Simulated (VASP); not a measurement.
Runs of VASP 6.6.1 on SiO2. The structure is that of space group P4_2/mnm (No. 136), or close to it. The cells are those of the table. 

```tsv
potentials or basis	cell	cutoff (eV)	second run	gap on the mesh (eV)	pressure (GPa)	largest force (eV/Å)
VASP PAW PBE potentials, release 64 (Si, O)	a = 4.236, b = 4.236, c = 2.583 Å, 6 atoms	520	-	5.89	16.1	0.09
VASP PAW PBE potentials, release 64 (Si, O)	a = 4.067, b = 4.067, c = 2.906 Å, 6 atoms	520	-	4.59	-1.3	0.77
VASP PAW PBE potentials, release 64 (Si, O)	a = 4.067, b = 4.067, c = 2.583 Å, 6 atoms	520	-	7.08	47.5	1.02
VASP PAW PBE potentials, release 64 (Si, O)	a = 4.067, b = 4.067, c = 2.475 Å, 6 atoms	520	-	7.99	73.5	(b)
VASP PAW PBE potentials, release 64 (Si, O)	a = 4.406, b = 4.406, c = 2.583 Å, 6 atoms	520	-	4.62	-5.3	0.91
VASP PAW PBE potentials, release 64 (Si, O)	a = 4.067, b = 4.067, c = 2.690 Å, 6 atoms	520	-	(a)	27.1	0.79
VASP PAW PBE potentials, release 64 (Si, O)	a = 3.897, b = 3.897, c = 2.475 Å, 6 atoms	520	-	7.43	125.9	2.38
VASP PAW PBE potentials, release 64 (Si, O_h)	a = 4.236, b = 4.236, c = 2.475 Å, 6 atoms	910	hard_potentials	6.75	35.8	(c)
VASP PAW PBE potentials, release 64 (Si, O)	a = 4.406, b = 4.406, c = 2.475 Å, 6 atoms	520	-	5.33	11.1	0.83
VASP PAW PBE potentials, release 64 (Si, O)	a = 4.067, b = 4.067, c = 2.798 Å, 6 atoms	520	-	5.41	11.1	0.72
VASP PAW PBE potentials, release 64 (Si, O)	a = 3.897, b = 3.897, c = 2.906 Å, 6 atoms	520	-	5.11	29.3	1.06
VASP PAW PBE potentials, release 64 (Si, O)	a = 4.575, b = 4.575, c = 2.690 Å, 6 atoms	520	-	2.86	-29.3	1.76
```

Alike in all rows: task single point; level PBE; no spin polarisation; k mesh 6 × 6 × 8; smearing gaussian 0.05 eV.

Q: Fill in the values left out.

A: (a) 6.31; (b) 1.45; (c) 0.30.

Caveats: forces of over 1 eV/Å act on the atoms, so gaps and moduli don't describe the material at rest (some runs); the cutoff is under 1.25 times the usual one of these potentials, so pressure, stress and relaxed cells hold a basis-set (Pulay) error (some runs).

A k mesh can miss the band edges.
